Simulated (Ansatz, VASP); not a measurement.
# Na in VASP and in Ansatz

File INCAR:

```
SYSTEM = Na
ALGO     = Fast           ! electronic algorithm
EDIFF    = 1E-7           ! SCF threshold, eV
ENCUT    = 520            ! plane-wave cutoff, eV
GGA      = PS             ! functional
ISIF     = 2              ! what is computed and relaxed
ISMEAR   = 0              ! smearing method
LASPH    = .True.         ! aspherical terms in the spheres
LCHARG   = .True.         ! write CHGCAR
LELF     = .True.         ! ELF
LREAL    = .False.        ! projectors in reciprocal space
LVHAR    = .True.       
LWAVE    = .False.        ! write WAVECAR
NBANDS   = 10             ! bands
NELM     = 60             ! most SCF steps
PREC     = Accurate       ! precision mode
SIGMA    = 0.15           ! smearing width, eV
```

Contents of KPOINTS:

```
k-points
0
Gamma
  16 16 16
  0 0 0
```

POSCAR

```
Na
1.0
   -2.0857375000      2.0857375000      2.0857375000
    2.0857375000     -2.0857375000      2.0857375000
    2.0857375000      2.0857375000     -2.0857375000
Na
1
Direct
    0.0000000000      0.0000000000      0.0000000000
```

Input for Ansatz:

```yaml
crystal:
  lattice:
    - [-2.0857375, 2.0857375, 2.0857375]
    - [2.0857375, -2.0857375, 2.0857375]
    - [2.0857375, 2.0857375, -2.0857375]
  atoms:
    - { symbol: Na, position: [0.0, 0.0, 0.0] }
basis:
  ecutwfc: 420
kpoints:
  mp_grid: { grid: [16, 16, 16] }
hamiltonian:
  xc: pbesol
scf:
  occupations: { method: gaussian, width: 0.15 }
output:
  forces: true
  stress: true
  eigenvalues: true
```

Change from the starting cell: strain -0.015 along x and y, -0.015 along z, atoms carried along.

Alike in both runs: task single point; functional PBEsol; k mesh 16 × 16 × 16; occupations gaussian, width 0.15 eV; no spin polarisation.

|  | VASP | Ansatz |
| --- | --- | --- |
| version | VASP 6.6.1 | Ansatz 0.2.0 |
| potentials or method | VASP PAW PBE potentials, release 64 (Na_pv), cutoff 520 eV | scalar-relativistic, plane waves, PAW |
| valence electrons in the cell | 7 | 9 |

```tsv
	VASP	Ansatz	Ansatz less VASP
gap on the k mesh at the Fermi level (eV)	none	none	-
pressure (GPa)	0.0	0.0	-0.05
```

VASP's potentials were made for PBE, not for PBEsol. A gap of «none» marks a metal or a gap that the smearing closes. VASP's potentials hold 7 valence electrons a cell and Ansatz's 9, so a difference there can come from the potentials and not from the codes.
